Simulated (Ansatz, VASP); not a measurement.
Bi in VASP and in Ansatz

```
Bi
1.0
    -1.98143    1.98143    1.98143
     1.98143   -1.98143    1.98143
     1.98143    1.98143   -1.98143
Bi
1
Direct
  0.00000 0.00000 0.00000
```

Alike in both runs: task single point; functional PBEsol; k mesh 18 × 18 × 18; occupations gaussian, width 0.15 eV; no spin polarisation.

|  | VASP | Ansatz |
| --- | --- | --- |
| version | VASP 6.6.1 | Ansatz 0.2.0 |
| potentials or method | VASP PAW PBE potentials, release 64 (Bi_d), cutoff 520 eV | scalar-relativistic, plane waves, PAW |
| valence electrons in the cell | 15 | 15 |

VASP gave:

- gap on the k mesh at the Fermi level (eV): none
- pressure (GPa): -2.0

Problem. Which values does Ansatz return?

Solution. gap on the k mesh at the Fermi level (eV): none; pressure (GPa): -1.9.

VASP's potentials were made for PBE, not for PBEsol. A gap of «none» marks a metal or a gap that the smearing closes. With one functional, cell and mesh, what is left measures potentials, basis and numerics.

Spin-orbit coupling is off throughout.
